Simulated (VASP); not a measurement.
Here is a VASP 6.6.1 calculation.

The input INCAR:

```
PREC = Accurate
ENCUT = 520
EDIFF = 1E-8
ISMEAR = 0
SIGMA = 0.01
LREAL = False
LASPH = True
NELM = 80
ALGO = Normal
ISIF = 2
LWAVE = False
LCHARG = False
GGA = PE
LEFG = True
NBANDS = 34
```

Contents of KPOINTS:

```
regular mesh
0
Gamma
  8 8 8
```

File POSCAR:

```
FeSi
1.0
    4.4479696592      0.0000000000      0.0000000000
    0.0000000000      4.4479696592      0.0000000000
    0.0000000000      0.0000000000      4.4479696592
Fe Si
4 4
Direct
    0.1359900669      0.1359900669      0.1359900669
    0.3640099331      0.8640099331      0.6359900669
    0.6359900669      0.3640099331      0.8640099331
    0.8640099331      0.6359900669      0.3640099331
    0.8407102842      0.8407102842      0.8407102842
    0.6592897158      0.1592897158      0.3407102842
    0.3407102842      0.6592897158      0.1592897158
    0.1592897158      0.3407102842      0.6592897158
```

Potentials or basis: VASP PAW PBE potentials, release 64 (Fe, Si).

Command:

```bash
$ cat potpaw_PBE.64/Fe/POTCAR potpaw_PBE.64/Si/POTCAR > POTCAR
$ mpirun -np 1 vasp_std > vasp.out
```

What does it give for the band gap on the k mesh?

0.16 eV, indirect (least direct gap 0.17 eV).

Predict the largest force.

0.035 eV/Å.

Estimate the pressure.

0.2 GPa.

Electric field gradients, principal values (V/Å²):
```
atom    least   middle  greatest (by size)
1 Fe  -24.319  -24.319              48.637
2 Fe  -24.319  -24.319              48.637
3 Fe  -24.319  -24.319              48.637
4 Fe  -24.319  -24.319              48.637
5 Si   16.471   16.471             -32.942
6 Si   16.471   16.471             -32.942
7 Si   16.471   16.471             -32.942
8 Si   16.471   16.471             -32.942
```

Caveat: without QUAD_EFG the Cq values of the log hold for a quadrupole moment of 1 mb, not for the nuclei. A k mesh can miss the band edges.
